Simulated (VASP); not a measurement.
## SrTe3Pd: single point with PBE

SrTe3Pd:

```xyz
5
Lattice="0.0000 5.0279 0.0000 5.0279 0.0000 0.0000 2.5140 2.5140 -5.8939" Properties=species:S:1:pos:R:3 pbc="T T T"
Sr    0.0000    0.0000    0.0000
Pd    5.0279    5.0279   -4.2200
Te    2.5140    5.0279   -3.0059
Te    5.0279    2.5140   -3.0059
Te    2.5140    2.5140   -1.0727
```

```
Program                 : VASP 6.6.1
Task                    : single point
Functional              : PBE
Potentials or basis     : VASP PAW PBE potentials, release 64 (Sr_sv, Pd, Te)
Cutoff                  : 520 eV
k mesh                  : 6 × 6 × 6
Occupations             : methfessel-paxton, width 0.0116 eV
Spin                    : no spin polarisation
Dipole correction       : no
k mesh for the DOS      : 9 × 9 × 9
Occupations for the DOS : tetrahedron
Further INCAR settings  : ALGO = Normal; EDIFF = 1e-06; NBANDS = 27
```

```yaml
Valence_electrons_inside_the_program's_atomic_spheres: Sr 7.89; Pd 9.37; Te 3.31, 3.36 (each value once)
```

Levels at points of the mesh, in eV from the Fermi level:
```csv
k point,band 16,band 17,band 18,band 19,band 20,band 21,band 22,band 23
"(0.00, 0.00, 0.00)",-1.78,-1.78,-0.77,-0.71,0.63,0.63,1.94,2.46
```

Wall time 2.8 min on 1 thread of Intel(R) Xeon(R) 6975P-C (Granite Rapids), on a shared host, peak memory 0.49 GiB.

Caveat: spin-orbit coupling is left out, which moves the levels of the heavy elements.
